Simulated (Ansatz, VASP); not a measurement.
## Two plane-wave programs on SiC

Contents of POSCAR:

```
SiC
1.0
    3.0735139282      0.0000000000      0.0000000000
   -1.5367569641      2.6617411407      0.0000000000
    0.0000000000      0.0000000000      5.0452477100
Si C
2 2
Direct
    0.3333333300      0.6666666700      0.4996024000
    0.6666666700      0.3333333300      0.9996024000
    0.3333333300      0.6666666700      0.8753976000
    0.6666666700      0.3333333300      0.3753976000
```

Contents of INCAR.step1:

```
SYSTEM = SiC
  PREC = Accurate
  ENCUT = 600
  ISMEAR = 0
  SIGMA = 0.02
  LREAL = .FALSE.
  LASPH = .TRUE.
  NELM = 80
  GGA = PE
  ALGO = Normal
  EDIFF = 1E-4
  LWAVE = .TRUE.
  LCHARG = .FALSE.
```

File INCAR.step2:

```
SYSTEM = SiC
  PREC = Accurate
  ENCUT = 600
  EDIFF = 1E-7
  ISMEAR = 0
  SIGMA = 0.02
  LREAL = .FALSE.
  LASPH = .TRUE.
  NELM = 80
  ALGO = Normal
  ISIF = 3
  LWAVE = .FALSE.
  LCHARG = .FALSE.
  METAGGA = R2SCAN
  LMIXTAU = .TRUE.
  IBRION = 2
  NSW = 100
  EDIFFG = -0.005
  ISTART = 1
```

The input KPOINTS:

```
Automatic mesh
0
G
  12 12 6
  0 0 0
```

Input for Ansatz:

```yaml
crystal:
  lattice:
    - [3.0735139282, 0.0, 0.0]
    - [-1.5367569641, 2.6617411407, 0.0]
    - [0.0, 0.0, 5.04524771]
  atoms:
    - { symbol: Si, position: [0.33333333, 0.66666667, 0.4996024] }
    - { symbol: Si, position: [0.66666667, 0.33333333, 0.9996024] }
    - { symbol: C, position: [0.33333333, 0.66666667, 0.8753976] }
    - { symbol: C, position: [0.66666667, 0.33333333, 0.3753976] }
basis:
  ecutwfc: 500
kpoints:
  mp_grid: { grid: [12, 12, 6] }
hamiltonian:
  xc: r2scan
scf:
  occupations: { method: gaussian, width: 0.02 }
output:
  forces: true
  stress: true
  eigenvalues: true
  write_density: true
  write_potential: true
  elf: true
  volumetric_format: npy
relax:
  adjacent_minimum: "off"
  f_tol: 0.005
  max_steps: 80
  cell: { stress_tol: 0.05 }
```

Alike in both runs: task relaxation of cell and atoms; functional r2SCAN; k mesh 12 × 12 × 6; occupations gaussian, width 0.02 eV; no spin polarisation.

|  | VASP | Ansatz |
| --- | --- | --- |
| version | VASP 6.6.1 | Ansatz 0.2.0 |
| potentials or method | VASP PAW PBE potentials, release 64 (Si, C), cutoff 600 eV | scalar-relativistic, plane waves, PAW |
| valence electrons in the cell | 16 | 16 |

```tsv
	VASP	Ansatz	Ansatz less VASP
gap on the k mesh at the Fermi level, each at its own relaxed structure (eV)	2.66	2.65	-0.005
relaxed volume (Å³/atom)	10.32	10.34	+0.018
relaxed cell length with the largest relative difference (Å)	5.045	5.048	+0.0031
```

VASP's potentials were made for PBE, not for r2SCAN.

Noted on VASP's run: the relaxation stopped at its first step, so nothing moved.
